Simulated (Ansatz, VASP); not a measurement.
Two plane-wave programs on PtSe2

Contents of INCAR:

```
SYSTEM = PtSe2
PREC = Accurate
ENCUT = 520
EDIFF = 1E-6
ISMEAR = 0
SIGMA = 0.15
LREAL = .FALSE.
LASPH = .TRUE.
NELM = 80
ALGO = Normal
ISIF = 2
LWAVE = .FALSE.
LCHARG = .FALSE.
GGA = PE
NBANDS = 18
```

KPOINTS

```
Automatic mesh
0
G
  12 12 10
  0 0 0
```

The input POSCAR:

```
PtSe2
1.0
    3.7240006046      0.0000000000      0.0558600091
   -1.8620003023      3.2250791273     -0.0279300045
    0.0759300000      0.0000000000      5.0620000000
Pt Se
1 2
Direct
    0.0000000000      0.0000000000      0.0000000000
    0.3333333333      0.6666666667      0.2500000000
    0.6666666667      0.3333333333      0.7500000000
```

Input for Ansatz:

```yaml
crystal:
  lattice:
    - [3.7240006046, 0.0, 0.0558600091]
    - [-1.8620003023, 3.2250791273, -0.0279300045]
    - [0.07593, 0.0, 5.062]
  atoms:
    - { symbol: Pt, position: [0.0, 0.0, 0.0] }
    - { symbol: Se, position: [0.3333333333, 0.6666666667, 0.25] }
    - { symbol: Se, position: [0.6666666667, 0.3333333333, 0.75] }
basis:
  ecutwfc: 420
kpoints:
  mp_grid: { grid: [12, 12, 10] }
hamiltonian:
  xc: pbe
scf:
  occupations: { method: gaussian, width: 0.15 }
output:
  forces: true
  stress: true
  eigenvalues: true
```

Change from the starting cell: strain +0.0300 x Voigt [0, 0, 0, 0, 1, 0], atoms carried along.

Alike in both runs: task single point; functional PBE; k mesh 12 × 12 × 10; occupations gaussian, width 0.15 eV; no spin polarisation.

```csv
,VASP,Ansatz
version,VASP 6.6.1,Ansatz 0.2.0
potentials or method,"VASP PAW PBE potentials, release 64 (Pt, Se), cutoff 520 eV","scalar-relativistic, plane waves, PAW"
valence electrons in the cell,22,50
```

Ansatz gave:

* gap on the k mesh at the Fermi level (eV): none
* pressure (GPa): 7.5
* traceless stress, the component that is largest in VASP (GPa): -2.69
* rms of the force components (eV/Å): 0.315

Task: Which values does VASP return?

Result: gap on the k mesh at the Fermi level (eV): none; pressure (GPa): 7.5; traceless stress, the component that is largest in VASP (GPa): -2.69; rms of the force components (eV/Å): 0.317.

Atom by atom the forces differ by 0.003 eV/Å (rms over components). A gap of «none» marks a metal or a gap that the smearing closes. VASP's potentials hold 22 valence electrons a cell and Ansatz's 50, so a difference there can come from the potentials and not from the codes.

Spin-orbit coupling is off throughout.
